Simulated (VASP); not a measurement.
A run of VASP 6.6.1:

INCAR

```
ALGO = Normal
EDIFF = 1E-6
EDIFFG = -0.005
ENCUT = 600
GGA = PE
IBRION = 2
ISIF = 3
ISMEAR = -1
ISPIN = 2
LASPH = True
LCHARG = False
LMAXMIX = 4
LORBIT = 11
LREAL = False
LWAVE = False
MAGMOM = 3
NELM = 150
NSW = 100
PREC = Accurate
SIGMA = 0.05
```

KPOINTS

```
k-points
0
Gamma
  16 16 16
```

POSCAR

```
Fe
1.0
   -1.4430000000      1.4430000000      1.4430000000
    1.4430000000     -1.4430000000      1.4430000000
    1.4430000000      1.4430000000     -1.4430000000
Fe
1
Direct
    0.0000000000      0.0000000000      0.0000000000
```

Potentials or basis: VASP PAW PBE potentials, release 64 (Fe).

The run is started by

```console
$ cat potpaw_PBE.64/Fe/POTCAR > POTCAR
$ mpirun -np 1 vasp_std > vasp.out
```

Hardware: 1 thread of AMD EPYC 9R45 96-Core Processor (Zen 5), with other jobs on the host.

Q: Estimate the wall time of this run.

A: Wall time 48 s on 1 thread of AMD EPYC 9R45 96-Core Processor (Zen 5), on a shared host, peak memory 0.13 GiB. Counts: scf iterations 30, k points 145, ion steps 3.
